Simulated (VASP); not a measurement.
# SiC (pbe) (F-43m) in VASP: a series of runs

SiC (pbe) is run at these levels: PBE; tasks: single point, relaxation of cell and atoms.

Program: VASP 6.6.1. These are calculated values, not measurements. Logs are shortened: lines on timing, memory, paths and dates and some standing lists are left out, and cuts for length are marked.

### 1 The cell of the first run

It takes space group F-43m (No. 216, cubic). The conventional cell has a = 4.354 Å, b = 4.354 Å, c = 4.354 Å, α = 90.00°, β = 90.00°, γ = 90.00°. Si (site symmetry -43m) has 4 C at 1.89 Å within 2.5 Å. C (site symmetry -43m) has 4 Si at 1.89 Å within 2.5 Å.

### 2 Single point, PBE

INCAR

```
SYSTEM = SiC
ALGO = Normal
EDIFF = 1E-6
ENCUT = 600
GGA = PE
GGA_COMPAT = .False.
ISIF = 2
ISMEAR = 0
LASPH = .True.
LCHARG = .True.
LELF = .True.
LREAL = .False.
LVHAR = .True.
LWAVE = .False.
NBANDS = 11
NELM = 120
PREC = Accurate
SIGMA = 0.1
```

KPOINTS

```
k-points
0
Gamma
  8 8 8
  0 0 0
```

POSCAR

```
SiC
1.0
    0.0000000000      2.1769966200      2.1769966200
    2.1769966200      0.0000000000      2.1769966200
    2.1769966200      2.1769966200      0.0000000000
Si C
1 1
Direct
    0.7500000000      0.7500000000      0.7500000000
    0.0000000000      0.0000000000      0.0000000000
```

Potentials or basis: VASP PAW PBE potentials, release 64 (Si, C).

On the command line:

```
> cat potpaw_PBE.64/Si/POTCAR potpaw_PBE.64/C/POTCAR > POTCAR
> mpirun -np 1 vasp_std > vasp.out
```

OUTCAR:

```text
SYSTEM = SiC
   EDIFF = 1E-6
   ENCUT = 600
   GGA = PE
   ISIF = 2
   ISMEAR = 0
   LASPH = .True.
   LREAL = .False.
   NELM = 120
   PREC = Accurate

 ion  position               nearest neighbor table
   1  0.750  0.750  0.750-   2 1.89   2 1.89   2 1.89   2 1.89
   2  0.000  0.000  0.000-   1 1.89   1 1.89   1 1.89   1 1.89

  LATTYP: Found a face centered cubic cell.
 ALAT       =     4.3539932400

  Lattice vectors:

 A1 = (   0.0000000000,   2.1769966200,   2.1769966200)
 A2 = (   2.1769966200,   0.0000000000,   2.1769966200)
 A3 = (   2.1769966200,   2.1769966200,   0.0000000000)

Analysis of symmetry for initial positions (statically):
=====================================================================
 Subroutine PRICEL returns:
 Original cell was already a primitive cell.

 Routine SETGRP: Setting up the symmetry group for a
 face centered cubic supercell.

 Subroutine GETGRP returns: Found 24 space group operations
 (whereof 24 operations were pure point group operations)
 out of a pool of 48 trial point group operations.

The static configuration has the point symmetry T_d .

Analysis of symmetry for dynamics (positions and initial velocities):
=====================================================================
 Subroutine PRICEL returns:
 Original cell was already a primitive cell.

 Routine SETGRP: Setting up the symmetry group for a
 face centered cubic supercell.

 Subroutine GETGRP returns: Found 24 space group operations
 (whereof 24 operations were pure point group operations)
 out of a pool of 48 trial point group operations.

The dynamic configuration has the point symmetry T_d .

 Subroutine INISYM returns: Found 24 space group operations
 (whereof 24 operations are pure point group operations),
 and found     1 'primitive' translations

----------------------------------------------------------------------------------------

                                     Primitive cell

  volume of cell :      20.6349

  direct lattice vectors                    reciprocal lattice vectors
     0.000000000  2.176996620  2.176996620    -0.229674220  0.229674220  0.229674220
     2.176996620  0.000000000  2.176996620     0.229674220 -0.229674220  0.229674220
     2.176996620  2.176996620  0.000000000     0.229674220  0.229674220 -0.229674220

  length of vectors
     3.078738145  3.078738145  3.078738145     0.397807418  0.397807418  0.397807418

  position of ions in fractional coordinates (direct lattice)
     0.750000000  0.750000000  0.750000000
     0.000000000  0.000000000  0.000000000

  ion indices of the primitive-cell ions
   primitive index   ion index
                 1           1
                 2           2

----------------------------------------------------------------------------------------

 KPOINTS: k-points

Automatic generation of k-mesh.
 Grid dimensions read from file:
 generate k-points for:    8    8    8

 Generating k-lattice:

  Cartesian coordinates                     Fractional coordinates (reciprocal lattice)
    -0.028709277  0.028709277  0.028709277     0.125000000  0.000000000  0.000000000
     0.028709277 -0.028709277  0.028709277     0.000000000  0.125000000  0.000000000
     0.028709277  0.028709277 -0.028709277     0.000000000  0.000000000  0.125000000

  Length of vectors
     0.049725927  0.049725927  0.049725927

  Shift w.r.t. Gamma in fractional coordinates (k-lattice)
     0.000000000  0.000000000  0.000000000

 Subroutine IBZKPT returns following result:
 ===========================================

 Found     29 irreducible k-points:

 Following reciprocal coordinates:
            Coordinates               Weight
  0.000000  0.000000  0.000000      1.000000
  0.125000  0.000000  0.000000      8.000000
  0.250000  0.000000  0.000000      8.000000
  0.375000  0.000000  0.000000      8.000000
  0.500000  0.000000  0.000000      4.000000
  0.125000  0.125000  0.000000      6.000000
[... 16 lines left out ...]
  0.500000  0.250000  0.125000     48.000000
 -0.375000  0.250000  0.125000     24.000000
 [... further k-points ...]
   k-points           NKPTS =     29   k-points in BZ     NKDIM =     29   number of bands    NBANDS=     11
   number of dos      NEDOS =    301   number of ions     NIONS =      2
   total plane-waves  NPLWV =  21952
   dimension x,y,z NGX =    28 NGY =   28 NGZ =   28
   dimension x,y,z NGXF=    56 NGYF=   56 NGZF=   56
   ions per type =               1   1
   NGX,Y,Z   is equivalent  to a cutoff of  15.12, 15.12, 15.12 a.u.
   NGXF,Y,Z  is equivalent  to a cutoff of  30.24, 30.24, 30.24 a.u.
 SYSTEM =  SiC
   PREC   = accura    normal or accurate (medium, high low for compatibility)
   ISTART =      0    job   : 0-new  1-cont  2-samecut
   ICHARG =      2    charge: 1-file 2-atom 10-const
   ISPIN  =      1    spin polarized calculation?
   LNONCOLLINEAR =      F non collinear calculations
   LSORBIT =      F    spin-orbit coupling
   LASPH  =      T    aspherical Exc in radial PAW
   ENCUT  =  600.0 eV  44.10 Ry    6.64 a.u.   6.15  6.15  6.15*2*pi/ulx,y,z
   NELM   =    120;   NELMIN=  2; NELMDL= -5     # of ELM steps
   EDIFF  = 0.1E-05   stopping-criterion for ELM
   LREAL  =      F    real-space projection
   EDIFFG = 0.1E-04   stopping-criterion for IOM
   NSW    =      0    number of steps for IOM
   IBRION =     -1    ionic relax: 0-MD 1-quasi-New 2-CG
   NFREE  =      0    steps in history (QN), initial steepest desc. (CG)
   ISIF   =      2    stress and relaxation
   ISYM   =      2    0-nonsym 1-usesym 2-fastsym
   POTIM  = 0.5000    time-step for ionic-motion
   TEBEG  =    0.0;   TEEND  =   0.0 temperature during run
   PSTRESS=    0.0 pullay stress
   NELECT =       8.0000    total number of electrons
   NUPDOWN=      -1.0000    fix difference up-down
   EMIN   =  10.00;   EMAX   =-10.00  energy-range for DOS
   EFERMI =   0.00;   METHOD = LEGACY
   ISMEAR =     0;   SIGMA  =   0.10  broadening in eV -4-tet -1-fermi 0-gaus
   EFERMI_NEDOS =   21; number of points for ismear=-14 and -15
   IALGO  =     38    algorithm
   IMIX   =      4    mixing-type and parameters
     AMIX     =   0.40;   BMIX     =  1.00
     AMIX_MAG =   1.60;   BMIX_MAG =  1.00
  volume/ion in A,a.u.               =      10.32        69.63
  Fermi-wavevector in a.u.,A,eV,Ry     =   1.193723  2.255810 19.387972  1.424976
  Thomas-Fermi vector in A             =   2.329731
   LORBIT       =      0    0 simple, 1 ext, 2 COOP (PROOUT), +10 PAW based schemes
   GGA     = PE    functional components
   LHFCALC =     F    Hartree Fock is set to
   AEXX    =    0.0000 exact exchange contribution
   IVDW    =     0    specifies the selected vdW correction
   LEPSILON=     F    determine dielectric tensor
   LRPA    =     F    only Hartree local field effects (RPA)
 non-spin polarized calculation
 Gauss-broadening in eV      SIGMA  =   0.10
  energy-cutoff  :      600.00
  volume of cell :       20.63
 maximum number of plane-waves:       701
 NGX is ok and might be reduce to    28
   NGX = 13   NGY = 13   NGZ = 13

 number of electron       8.0000000 magnetization

 Free energy of the ion-electron system (eV)
  ---------------------------------------------------
  ext. energy  EPLUGINS =         0.00000000
  ---------------------------------------------------
  free energy    TOTEN  =       -15.05681315 eV

  energy without entropy =      -15.05681315  energy(sigma->0) =      -15.05681315

 E-fermi :   8.5453     XC(G=0): -11.3680

 val. band max:        8.1382261350   @ k =   0.0000   0.0000   0.0000
 cond. band min:       9.4921888221   @ k =   0.5000   0.5000   0.0000
 fundamental gap:      1.3539626871
 Fermi energy:         8.5453405264

 k-point     1 :       0.0000    0.0000    0.0000
  band No.  band energies     occupation
      1      -7.2870      2.00000
      2       8.1382      2.00000
      3       8.1382      2.00000
      4       8.1382      2.00000
      5      14.4039      0.00000
      6      15.4647      0.00000
      7      15.4647      0.00000
      8      15.4647      0.00000
      9      22.6610      0.00000
     10      22.6610      0.00000
     11      24.6614      0.00000

 k-point     2 :       0.1250    0.0000    0.0000
  band No.  band energies     occupation
      1      -6.9817      2.00000
      2       6.6538      2.00000
      3       7.9373      2.00000
      4       7.9373      2.00000
      5      14.6372      0.00000
      6      15.8167      0.00000
      7      15.8167      0.00000
      8      15.9961      0.00000
      9      21.4391      0.00000
     10      21.4391      0.00000
     11      24.2201      0.00000

 k-point     3 :       0.2500    0.0000    0.0000
  band No.  band energies     occupation
      1      -6.0887      2.00000
      2       3.8420      2.00000
      3       7.5322      2.00000
      4       7.5322      2.00000
      5      14.1523      0.00000
      6      16.0641      0.00000
      7      16.0641      0.00000
      8      17.5152      0.00000
      9      21.2713      0.00000
     10      21.2713      0.00000
     11      23.3036      0.00000

 k-point     4 :       0.3750    0.0000    0.0000
  band No.  band energies     occupation
      1      -4.7308      2.00000
      2       1.0985      2.00000
      3       7.2049      2.00000
      4       7.2049      2.00000
      5      13.7390      0.00000
      6      15.6318      0.00000
      7      15.6318      0.00000
      8      18.1777      0.00000
      9      23.2694      0.00000
     10      23.2694      0.00000
     11      23.7041      0.00000
[... 239 lines left out ...]
 k-point    22 :       0.3750    0.2500    0.1250
  band No.  band energies     occupation
      1      -5.3127      2.00000
      2       3.6512      2.00000
      3       5.2767      2.00000
      4       6.8641      2.00000
      5      13.5139      0.00000
      6      15.7857      0.00000
      7      16.6276      0.00000
      8      18.2314      0.00000
      9      20.4019      0.00000
     10      24.1632      0.00000
     11      27.5906      0.00000

 k-point    23 :       0.5000    0.2500    0.1250
  band No.  band energies     occupation
      1      -4.0084      2.00000
      2       1.6184      2.00000
      3       4.5377      2.00000
      4       6.2140      2.00000
      5      13.4502      0.00000
      6      15.7515      0.00000
      7      17.3596      0.00000
      8      18.6113      0.00000
      9      21.5487      0.00000
     10      24.6632      0.00000
     11      27.5049      0.00000

 k-point    24 :      -0.3750    0.2500    0.1250
  band No.  band energies     occupation
      1      -3.0605      2.00000
      2       0.2995      2.00000
      3       4.4264      2.00000
      4       5.8768      2.00000
      5      13.3921      0.00000
      6      15.4334      0.00000
      7      18.3101      0.00000
      8      19.1622      0.00000
      9      21.5887      0.00000
     10      24.3858      0.00000
     11      27.4984      0.00000

 [... further k-points ...]
[... 5 lines left out ...]
  --------------------------------------------------------------------------------------
  -------------------------------------------------------------------------------------
  Total        0.4770188      0.4770188      0.4770188     -0.0000000     -0.0000000      0.0000000
  in kB       37.0375957     37.0375957     37.0375957     -0.0000000     -0.0000000      0.0000000
  external PRESSURE =      37.0375957 kB  Pullay stress =       0.0000000 kB

 VOLUME and BASIS-vectors are now :
 -----------------------------------------------------------------------------
  energy-cutoff  :      600.00
  volume of cell :       20.63
      direct lattice vectors                 reciprocal lattice vectors
     0.000000000  2.176996620  2.176996620    -0.229674220  0.229674220  0.229674220
     2.176996620  0.000000000  2.176996620     0.229674220 -0.229674220  0.229674220
     2.176996620  2.176996620  0.000000000     0.229674220  0.229674220 -0.229674220

 POSITION                                       TOTAL-FORCE (eV/Angst)
 -----------------------------------------------------------------------------------
      3.26549      3.26549      3.26549        -0.000000      0.000000     -0.000000
      0.00000      0.00000      0.00000         0.000000     -0.000000      0.000000
 -----------------------------------------------------------------------------------
    total drift:                               -0.000000     -0.000000     -0.000000

  FREE ENERGIE OF THE ION-ELECTRON SYSTEM (eV)
  ---------------------------------------------------
  free  energy   TOTEN  =       -15.0568131465 eV

  energy  without entropy=      -15.0568131465  energy(sigma->0) =      -15.05681315
```

It took 5.6 s on 1 thread of AMD EPYC 9R45 (Zen 5), shared host; peak memory 0.12 GiB.

Results:

| Item | Value |
| --- | --- |
| Free energy | -15.0568 eV |
| Pressure | 3.7 GPa |
| Band gap on the k mesh | 1.35 eV, indirect (least direct gap 4.54 eV) |

A k mesh can miss the band edges.

### 3 Single point, PBE

This run uses another cell than the first one, of 10.50 Å³/atom, 1.018 times its volume.

INCAR

```
SYSTEM = SiC
PREC     = Accurate       ! precision mode
ENCUT    = 600            ! plane-wave cutoff, eV
EDIFF    = 1E-6           ! SCF threshold, eV
ISMEAR   = 0              ! smearing method
SIGMA    = 0.02           ! smearing width, eV
LREAL    = .FALSE.        ! projectors in reciprocal space
LASPH    = .TRUE.         ! aspherical terms in the spheres
NELM     = 120            ! most SCF steps
ALGO     = Normal         ! electronic algorithm
ISIF     = 2              ! what is computed and relaxed
LWAVE    = .FALSE.        ! write WAVECAR
LCHARG   = .FALSE.        ! write CHGCAR
GGA      = PE             ! functional
NBANDS   = 11             ! bands
GGA_COMPAT= .FALSE.
```

KPOINTS

```
Automatic mesh
0
G
  10 10 10
  0 0 0
```

POSCAR

```
SiC
1.0
    0.0000000000      2.1898587296      2.1898587296
    2.1898587296      0.0000000000      2.1898587296
    2.1898587296      2.1898587296      0.0000000000
Si C
1 1
Direct
    0.7500000000      0.7500000000      0.7500000000
    0.0000000000      0.0000000000      0.0000000000
```

Potentials or basis: VASP PAW PBE potentials, release 64 (Si, C).

On the command line:

```
> cat potpaw_PBE.64/Si/POTCAR potpaw_PBE.64/C/POTCAR > POTCAR
> mpirun -np 1 vasp_std > vasp.out
```

Wall time 7.9 s (1 thread of AMD EPYC 9R45 (Zen 5), shared host); peak memory 0.12 GiB.

Results (log left out):

| Property | Result |
| --- | --- |
| Free energy | -15.0622 eV |
| Pressure | -0.2 GPa |
| Band gap on the k mesh | 1.37 eV, indirect (least direct gap 4.53 eV) |

Levels at points of the mesh, in eV from the valence-band top:
```csv
k point,band 1,band 2,band 3,band 4,band 5,band 6,band 7,band 8
"(0.00, 0.00, 0.00)",-15.29,0.00,0.00,0.00,6.06,7.21,7.21,7.21
"(0.50, 0.00, 0.00)",-11.78,-8.45,-1.05,-1.05,5.30,7.17,7.17,9.97
"(0.50, 0.50, 0.00)",-10.34,-7.75,-3.16,-3.16,1.37,4.27,13.86,13.86
```

A k mesh can miss the band edges. A hybrid or GW would open this gap; PBE tends to underestimate it.

[end of part 1 of 2]
